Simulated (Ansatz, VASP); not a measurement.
# NaCl in VASP and in Ansatz

Contents of INCAR:

```
SYSTEM = NaCl
  ALGO = Normal
  EDIFF = 1E-7
  EDIFFG = -0.005
  ENCUT = 500
  GGA_COMPAT = .False.
  IBRION = 2
  ISIF = 3
  ISMEAR = 0
  LASPH = .True.
  LCHARG = .False.
  LREAL = .False.
  LWAVE = .False.
  NELM = 120
  NELMIN = 4
  NSW = 80
  PREC = Accurate
  SIGMA = 0.01
```

The input KPOINTS:

```
k-points
0
Gamma
  6 6 6
  0 0 0
```

File POSCAR:

```
NaCl
1.0
    0.0000000000      2.8100000000      2.8100000000
    2.8100000000      0.0000000000      2.8100000000
    2.8100000000      2.8100000000      0.0000000000
Na Cl
1 1
Direct
    0.0000000000      0.0000000000      0.0000000000
    0.5000000000      0.5000000000      0.5000000000
```

Input for Ansatz:

```yaml
crystal:
  lattice:
    bravais: fcc
    a: 5.62
  space_group: 225
  atoms:
    - { symbol: Na, position: [0.0, 0.0, 0.0] }
    - { symbol: Cl, position: [0.5, 0.0, 0.0] }
  reduce_to_primitive: true
kpoints:
  mp_grid:
    grid: [6, 6, 6]
hamiltonian:
  xc: lda
  dispersion: none
scf:
  occupations:
    method: fixed
relax:
  f_tol: 0.005
  cell: {}
```

Alike in both runs: task relaxation of cell and atoms; functional LDA; k mesh 6 × 6 × 6; no spin polarisation.

|  | VASP | Ansatz |
| --- | --- | --- |
| version | VASP 6.6.1 | Ansatz 0.2.0 |
| potentials or method | VASP PAW LDA potentials, release 64 (Na_pv, Cl) | plane waves, PAW |
| plane-wave cutoff (eV) | 500 | 420 |
| occupations | gaussian, width 0.01 eV | fixed |
| valence electrons in the cell | 14 | 16 |

Ansatz gave:

- relaxed volume (Å³/atom): 20.40
- relaxed length of the cell vector where the two differ most in proportion (Å): 3.864

**Question.** Which values does VASP return?

**Answer.** Relaxed volume (Å³/atom): 20.39; relaxed length of the cell vector where the two differ most in proportion (Å): 3.864.

LDA's correlation is that of Perdew and Zunger in VASP and of Perdew and Wang (1992) in Ansatz. VASP's potentials hold 14 valence electrons a cell and Ansatz's 16, so a difference there can come from the potentials and not from the codes.
